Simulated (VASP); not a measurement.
Set up this calculation in VASP 6.6.1, as the native input.

```yaml
Task: single point
Functional: PBE
Potentials_or_basis: VASP PAW PBE potentials, release 64 (Ta_pv, Ge_d, Ru_pv)
Cutoff: 520 eV
k_mesh: 10 × 10 × 6
Occupations: gaussian, width 0.1 eV
Spin: no spin polarisation
Dipole_correction: no
Further_INCAR_settings: ALGO = Normal; EDIFF = 1e-06; NBANDS = 42
```

The structure of TaGe3Ru lies in POSCAR:

```
TaGe3Ru
1.0
    3.6827594460      0.0000000000      0.0000000000
    0.0000000000      3.6827594460      0.0000000000
    0.0000000000      0.0000000000      6.8973433732
Ta Ge Ru
1 3 1
Direct
    0.5000000000      0.5000000000      0.5271617766
    0.5000000000      0.0000000000      0.2262165334
    0.0000000000      0.5000000000      0.2262165334
    0.0000000000      0.0000000000      0.6371068072
    0.0000000000      0.0000000000      0.9914983394
```

The cell was built from a structure type or drawn by symmetry, and may not be a known phase.

These files were run (other wordings do the same):

INCAR

```
SYSTEM = TaGe3Ru
PREC = Accurate
ENCUT = 520
EDIFF = 1E-6
ISMEAR = 0
SIGMA = 0.1
LREAL = .FALSE.
LASPH = .TRUE.
NELM = 100
ALGO = Normal
ISIF = 2
LWAVE = .FALSE.
LCHARG = .FALSE.
GGA = PE
NBANDS = 42
```

KPOINTS

```
Automatic mesh
0
G
  10 10 6
  0 0 0
```

Potentials or basis: VASP PAW PBE potentials, release 64 (Ta_pv, Ge_d, Ru_pv).

Run with:

```bash
$ cat potpaw_PBE.64/Ta_pv/POTCAR potpaw_PBE.64/Ge_d/POTCAR potpaw_PBE.64/Ru_pv/POTCAR > POTCAR
$ mpirun -np 1 vasp_std > vasp.out
```

It gave:

* Pressure: 0.1 GPa
* Largest force: 0.027 eV/Å
* Band gap on the k mesh: zero (an odd number of electrons rules out a gap without spin polarisation)

Caveat: spin-orbit coupling is left out, which moves the levels of the heavy elements.

It took 120 s on 1 thread of Intel(R) Xeon(R) 6975P-C (Granite Rapids) (shared host), peak memory 0.41 GiB.
